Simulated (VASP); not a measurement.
# Co (Fm-3m) in VASP: notebook

Runs on Co. Level: PBE. Tasks: single point.

Everything below comes from runs of VASP 6.6.1. Logs are shortened: lines on timing, memory, paths and dates and some standing lists are left out, and cuts for length are marked.

**1. The cell of the first run**

It takes space group Fm-3m (No. 225, cubic). The conventional cell has a = 3.602 Å, b = 3.602 Å, c = 3.602 Å, α = 90.00°, β = 90.00°, γ = 90.00°. Co (site symmetry m-3m) has 12 Co at 2.55 Å within 3.4 Å.

**2. Single point, PBE, collinear spin, ferromagnetic start**

INCAR

```
PREC = Accurate
ENCUT = 520
EDIFF = 1E-6
ISMEAR = 0
SIGMA = 0.1
LREAL = F
LASPH = T
NELM = 150
ALGO = Normal
ISIF = 2
LWAVE = F
LCHARG = F
ISPIN = 2
MAGMOM = 3.32
LORBIT = 11
NUPDOWN = 3.32
LMAXMIX = 4
GGA = PE
NBANDS = 14
```

KPOINTS

```
Automatic mesh
0
Gamma
  11 11 11
```

POSCAR

```
Co
1.0
    0.0000000000      1.8011500000      1.8011500000
    1.8011500000      0.0000000000      1.8011500000
    1.8011500000      1.8011500000      0.0000000000
Co
1
Direct
    0.0000000000      0.0000000000      0.0000000000
```

Potentials or basis: VASP PAW PBE potentials, release 64 (Co).

Launch:

```bash
$ cat potpaw_PBE.64/Co/POTCAR > POTCAR
$ mpirun -np 1 vasp_std > vasp.out
```

OUTCAR:

```text
PREC = Accurate
   ENCUT = 520
   EDIFF = 1E-6
   ISMEAR = 0
   LREAL = F
   LASPH = T
   NELM = 150
   ISIF = 2
   ISPIN = 2
   LORBIT = 11
   NUPDOWN = 3.32
   GGA = PE

 ion  position               nearest neighbor table
   1  0.000  0.000  0.000-

  LATTYP: Found a face centered cubic cell.
 ALAT       =     3.6023000000

  Lattice vectors:

 A1 = (   0.0000000000,   1.8011500000,   1.8011500000)
 A2 = (   1.8011500000,   0.0000000000,   1.8011500000)
 A3 = (   1.8011500000,   1.8011500000,   0.0000000000)

Analysis of symmetry for initial positions (statically):
=====================================================================
 Subroutine PRICEL returns:
 Original cell was already a primitive cell.

 Routine SETGRP: Setting up the symmetry group for a
 face centered cubic supercell.

 Subroutine GETGRP returns: Found 48 space group operations
 (whereof 48 operations were pure point group operations)
 out of a pool of 48 trial point group operations.

The static configuration has the point symmetry O_h .

Analysis of symmetry for dynamics (positions and initial velocities):
=====================================================================
 Subroutine PRICEL returns:
 Original cell was already a primitive cell.

 Routine SETGRP: Setting up the symmetry group for a
 face centered cubic supercell.

 Subroutine GETGRP returns: Found 48 space group operations
 (whereof 48 operations were pure point group operations)
 out of a pool of 48 trial point group operations.

The dynamic configuration has the point symmetry O_h .

Analysis of structural, dynamic, and magnetic symmetry:
=====================================================================
 Subroutine PRICEL returns:
 Original cell was already a primitive cell.

 Routine SETGRP: Setting up the symmetry group for a
 face centered cubic supercell.

 Subroutine GETGRP returns: Found 48 space group operations
 (whereof 48 operations were pure point group operations)
 out of a pool of 48 trial point group operations.

The overall configuration has the point symmetry O_h .

 Subroutine INISYM returns: Found 48 space group operations
 (whereof 48 operations are pure point group operations),
 and found     1 'primitive' translations

----------------------------------------------------------------------------------------

                                     Primitive cell

  volume of cell :      11.6864

  direct lattice vectors                    reciprocal lattice vectors
     0.000000000  1.801150000  1.801150000    -0.277600422  0.277600422  0.277600422
     1.801150000  0.000000000  1.801150000     0.277600422 -0.277600422  0.277600422
     1.801150000  1.801150000  0.000000000     0.277600422  0.277600422 -0.277600422

  length of vectors
     2.547210758  2.547210758  2.547210758     0.480818035  0.480818035  0.480818035

  position of ions in fractional coordinates (direct lattice)
     0.000000000  0.000000000  0.000000000

  ion indices of the primitive-cell ions
   primitive index   ion index
                 1           1

----------------------------------------------------------------------------------------

 KPOINTS: Automatic mesh

Automatic generation of k-mesh.
 Grid dimensions read from file:
 generate k-points for:   11   11   11

 Generating k-lattice:

  Cartesian coordinates                     Fractional coordinates (reciprocal lattice)
    -0.025236402  0.025236402  0.025236402     0.090909091  0.000000000  0.000000000
     0.025236402 -0.025236402  0.025236402     0.000000000  0.090909091  0.000000000
     0.025236402  0.025236402 -0.025236402     0.000000000  0.000000000  0.090909091

  Length of vectors
     0.043710730  0.043710730  0.043710730

  Shift w.r.t. Gamma in fractional coordinates (k-lattice)
     0.000000000  0.000000000  0.000000000

 Subroutine IBZKPT returns following result:
 ===========================================

 Found     56 irreducible k-points:

 Following reciprocal coordinates:
            Coordinates               Weight
  0.000000  0.000000  0.000000      1.000000
  0.090909  0.000000  0.000000      8.000000
  0.181818  0.000000  0.000000      8.000000
  0.272727  0.000000  0.000000      8.000000
  0.363636  0.000000  0.000000      8.000000
  0.454545  0.000000  0.000000      8.000000
[... 16 lines left out ...]
 -0.272727  0.181818  0.000000     24.000000
 -0.181818  0.181818  0.000000     12.000000
 [... further k-points ...]
   k-points           NKPTS =     56   k-points in BZ     NKDIM =     56   number of bands    NBANDS=     14
   number of dos      NEDOS =    301   number of ions     NIONS =      1
   total plane-waves  NPLWV =   8000
   dimension x,y,z NGX =    20 NGY =   20 NGZ =   20
   dimension x,y,z NGXF=    40 NGYF=   40 NGZF=   40
   ions per type =               1
   NGX,Y,Z   is equivalent  to a cutoff of  13.05, 13.05, 13.05 a.u.
   NGXF,Y,Z  is equivalent  to a cutoff of  26.11, 26.11, 26.11 a.u.
 SYSTEM =  unknown system
   PREC   = accura    normal or accurate (medium, high low for compatibility)
   ISTART =      0    job   : 0-new  1-cont  2-samecut
   ICHARG =      2    charge: 1-file 2-atom 10-const
   ISPIN  =      2    spin polarized calculation?
   LNONCOLLINEAR =      F non collinear calculations
   LSORBIT =      F    spin-orbit coupling
   LASPH  =      T    aspherical Exc in radial PAW
   ENCUT  =  520.0 eV  38.22 Ry    6.18 a.u.   4.74  4.74  4.74*2*pi/ulx,y,z
   NELM   =    150;   NELMIN=  2; NELMDL= -5     # of ELM steps
   EDIFF  = 0.1E-05   stopping-criterion for ELM
   LREAL  =      F    real-space projection
   EDIFFG = 0.1E-04   stopping-criterion for IOM
   NSW    =      0    number of steps for IOM
   IBRION =     -1    ionic relax: 0-MD 1-quasi-New 2-CG
   NFREE  =      0    steps in history (QN), initial steepest desc. (CG)
   ISIF   =      2    stress and relaxation
   ISYM   =      2    0-nonsym 1-usesym 2-fastsym
   POTIM  = 0.5000    time-step for ionic-motion
   TEBEG  =    0.0;   TEEND  =   0.0 temperature during run
   PSTRESS=    0.0 pullay stress
   NELECT =       9.0000    total number of electrons
   NUPDOWN=       3.3200    fix difference up-down
   EMIN   =  10.00;   EMAX   =-10.00  energy-range for DOS
   EFERMI =   0.00;   METHOD = LEGACY
   ISMEAR =     0;   SIGMA  =   0.10  broadening in eV -4-tet -1-fermi 0-gaus
   EFERMI_NEDOS =   21; number of points for ismear=-14 and -15
   IALGO  =     38    algorithm
   IMIX   =      4    mixing-type and parameters
     AMIX     =   0.40;   BMIX     =  1.00
     AMIX_MAG =   1.60;   BMIX_MAG =  1.00
  volume/ion in A,a.u.               =      11.69        78.86
  Fermi-wavevector in a.u.,A,eV,Ry     =   1.500591  2.835707 30.637253  2.251775
  Thomas-Fermi vector in A             =   2.612072
   LORBIT       =     11    0 simple, 1 ext, 2 COOP (PROOUT), +10 PAW based schemes
   GGA     = PE    functional components
   LHFCALC =     F    Hartree Fock is set to
   AEXX    =    0.0000 exact exchange contribution
   IVDW    =     0    specifies the selected vdW correction
   LEPSILON=     F    determine dielectric tensor
   LRPA    =     F    only Hartree local field effects (RPA)
 spin polarized calculation
 Gauss-broadening in eV      SIGMA  =   0.10
  energy-cutoff  :      520.00
  volume of cell :       11.69
 maximum number of plane-waves:       331
   NGX =  9   NGY =  9   NGZ =  9

 number of electron       9.0000004 magnetization       3.3200002

 Free energy of the ion-electron system (eV)
  ---------------------------------------------------
  ext. energy  EPLUGINS =         0.00000000
  ---------------------------------------------------
  free energy    TOTEN  =        -4.29307746 eV

  energy without entropy =       -4.28285933  energy(sigma->0) =       -4.28796839

 E-fermi :   8.3498     XC(G=0): -13.0469

 val. band max:       15.3273694874   @ k =  -0.3636   0.3636   0.0909
 cond. band min:       8.3521832395   @ k =   0.1818   0.0909   0.0000
 fundamental gap:     -6.9751862479
 Fermi energy:        15.3840914100

 spin component 1

 k-point     1 :       0.0000    0.0000    0.0000
  band No.  band energies     occupation
      1       0.1592      1.00000
      2       5.3231      1.00000
      3       5.3231      1.00000
      4       5.3231      1.00000
      5       6.1016      1.00000
      6       6.1016      1.00000
      7      31.1527      0.00000
      8      34.9542      0.00000
      9      34.9542      0.00000
     10      34.9542      0.00000
     11      37.5855      0.00000
     12      37.5855      0.00000
     13      37.5855      0.00000
     14      40.5640      0.00000
[... 375 lines left out ...]
 k-point    24 :      -0.1818    0.1818    0.0000
  band No.  band energies     occupation
      1       2.9757      1.00000
      2       4.8321      1.00000
      3       5.3224      1.00000
      4       5.7324      1.00000
      5       5.9011      1.00000
      6       7.0750      1.00000
      7      23.1884      0.00000
      8      24.0726      0.00000
      9      33.4911      0.00000
     10      34.3406      0.00000
     11      36.3415      0.00000
     12      39.0597      0.00000
     13      39.9361      0.00000
     14      41.8827      0.00000

 [... further k-points ...]

 spin component 2

 k-point     1 :       0.0000    0.0000    0.0000
  band No.  band energies     occupation
      1       1.3897      1.00000
      2       8.0864      0.99990
      3       8.0864      0.99990
      4       8.0864      0.99990
      5       9.4005      0.00000
      6       9.4005      0.00000
      7      32.1580      0.00000
      8      36.3474      0.00000
      9      36.3474      0.00000
     10      36.3474      0.00000
     11      39.1690      0.00000
     12      39.1690      0.00000
     13      39.1690      0.00000
     14      41.5318      0.00000
[... 375 lines left out ...]
 k-point    24 :      -0.1818    0.1818    0.0000
  band No.  band energies     occupation
      1       4.3423      1.00000
      2       7.4408      1.00000
      3       8.2229      0.96354
      4       8.7365      0.00000
      5       8.9450      0.00000
      6      10.1164      0.00000
      7      24.8355      0.00000
      8      25.5686      0.00000
      9      34.6769      0.00000
     10      35.8895      0.00000
     11      37.5477      0.00000
     12      40.5525      0.00000
     13      41.5762      0.00000
     14      46.1353      0.00000

 [... further k-points ...]
[... 5 lines left out ...]
  --------------------------------------------------------------------------------------
  -------------------------------------------------------------------------------------
  Total        2.8297024      2.8297024      2.8297024      0.0000000     -0.0000000      0.0000000
  in kB      387.9463755    387.9463755    387.9463755      0.0000000     -0.0000000      0.0000000
  external PRESSURE =     387.9463755 kB  Pullay stress =       0.0000000 kB

 VOLUME and BASIS-vectors are now :
 -----------------------------------------------------------------------------
  energy-cutoff  :      520.00
  volume of cell :       11.69
      direct lattice vectors                 reciprocal lattice vectors
     0.000000000  1.801150000  1.801150000    -0.277600422  0.277600422  0.277600422
     1.801150000  0.000000000  1.801150000     0.277600422 -0.277600422  0.277600422
     1.801150000  1.801150000  0.000000000     0.277600422  0.277600422 -0.277600422

 POSITION                                       TOTAL-FORCE (eV/Angst)
 -----------------------------------------------------------------------------------
      0.00000      0.00000      0.00000         0.000000      0.000000     -0.000000
 -----------------------------------------------------------------------------------
    total drift:                               -0.000000     -0.000000     -0.000000

  FREE ENERGIE OF THE ION-ELECTRON SYSTEM (eV)
  ---------------------------------------------------
  free  energy   TOTEN  =        -4.2930774559 eV

  energy  without entropy=       -4.2828593338  energy(sigma->0) =       -4.28796839

 total charge

# of ion       s       p       d       tot
------------------------------------------
    1        0.543   0.636   6.878   8.057

 magnetization (x)

# of ion       s       p       d       tot
------------------------------------------
    1        0.110   0.256   2.756   3.122
```

Wall time 14 s (1 thread of AMD EPYC 7R13 (Zen 3), shared host); peak memory 0.11 GiB.

What came out:

```
Free energy                                           : -4.2931 eV
Pressure                                              : 38.8 GPa
Net moment                                            : 3.32 μB per cell
Site moments                                          : Co +3.12 μB
Valence electrons inside the program's atomic spheres : Co 8.06
```

Caveat: the total moment is fixed, so each spin has its own Fermi level.

**3. Single point, PBE, collinear spin, ferromagnetic start**

INCAR

```
SYSTEM = Co
PREC = Accurate
ENCUT = 520
EDIFF = 1E-6
ISMEAR = 0
SIGMA = 0.1
LREAL = .False.
LASPH = .True.
NELM = 150
ALGO = Normal
ISIF = 2
LWAVE = .False.
LCHARG = .False.
ISPIN = 2
MAGMOM = 0.42
LORBIT = 11
NUPDOWN = 0.42
LMAXMIX = 4
GGA = PE
NBANDS = 14
```

KPOINTS

```
regular mesh
0
Gamma
  11 11 11
  0 0 0
```

POSCAR is that of step 2.

Potentials or basis: VASP PAW PBE potentials, release 64 (Co).

Launch:

```bash
$ cat potpaw_PBE.64/Co/POTCAR > POTCAR
$ mpirun -np 1 vasp_std > vasp.out
```

It took 15 s on 1 thread of AMD EPYC 7R13 (Zen 3), shared host; peak memory 0.11 GiB.

It converged, with:

- Free energy: -6.7404 eV
- Pressure: -23.2 GPa
- Net moment: 0.42 μB per cell
- Site moments: Co +0.43 μB
- Valence electrons inside the program's atomic spheres: Co 8.14

Caveat: the total moment is fixed, so each spin has its own Fermi level.

(Part 1 of 2 ends here.)
